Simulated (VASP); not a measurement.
Input of a VASP 6.6.1 run:

Contents of INCAR:

```
SYSTEM = Mo3W
ALGO = Normal
EDIFF = 1E-7
EDIFFG = -0.01
ENCUT = 500
GGA = PE
GGA_COMPAT = .FALSE.
IBRION = 2
ISIF = 3
ISMEAR = 0
LASPH = .TRUE.
LCHARG = .FALSE.
LREAL = .FALSE.
LWAVE = .FALSE.
NELM = 120
NELMIN = 4
NSW = 100
PREC = Accurate
SIGMA = 0.1
```

Contents of KPOINTS:

```
k-points
0
G
  10 10 14
  0 0 0
```

File POSCAR:

```
Mo3W
1.0
    4.4755725025      0.0000000000      0.0000000000
    0.0000000000      4.4755725025      0.0000000000
    0.0000000000      0.0000000000      3.1754520852
Mo W
3 1
Direct
    0.0000000000      0.5000000000      0.0000000000
    0.0000000000      0.0000000000      0.5000000000
    0.5000000000      0.0000000000      0.0000000000
    0.5000000000      0.5000000000      0.5000000000
```

Potentials or basis: VASP PAW PBE potentials, release 64 (Mo_sv, W_sv).

Launch:

```bash
$ cat potpaw_PBE.64/Mo_sv/POTCAR potpaw_PBE.64/W_sv/POTCAR > POTCAR
$ mpirun -np 1 vasp_std > vasp.out
```

Question: Predict the relaxed cell.

Answer: a = 4.481 Å, b = 4.481 Å, c = 3.169 Å, α = 90.00°, β = 90.00°, γ = 90.00°.

Question: Predict the relaxed volume.

Answer: 15.91 Å³/atom.

Question: What does it give for the space group after relaxing (to 0.1 Å)?

Answer: P4/mmm (No. 123).

Question: Estimate the band gap on the k mesh.

Answer: Zero (bands 28 and 29 overlap by 2.14 eV).

Final structure:
```yaml
crystal:
  lattice:
    - [4.48115, 0.00000, 0.00000]
    - [0.00000, 4.48115, 0.00000]
    - [0.00000, 0.00000, 3.16869]
  atoms:
    - { symbol: Mo, position: [0.00000, 0.50000, 0.00000] }
    - { symbol: Mo, position: [0.00000, 0.00000, 0.50000] }
    - { symbol: Mo, position: [0.50000, 0.00000, 0.00000] }
    - { symbol: W, position: [0.50000, 0.50000, 0.50000] }
```

Caveat: spin-orbit coupling is left out, which moves the levels of the heavy elements.
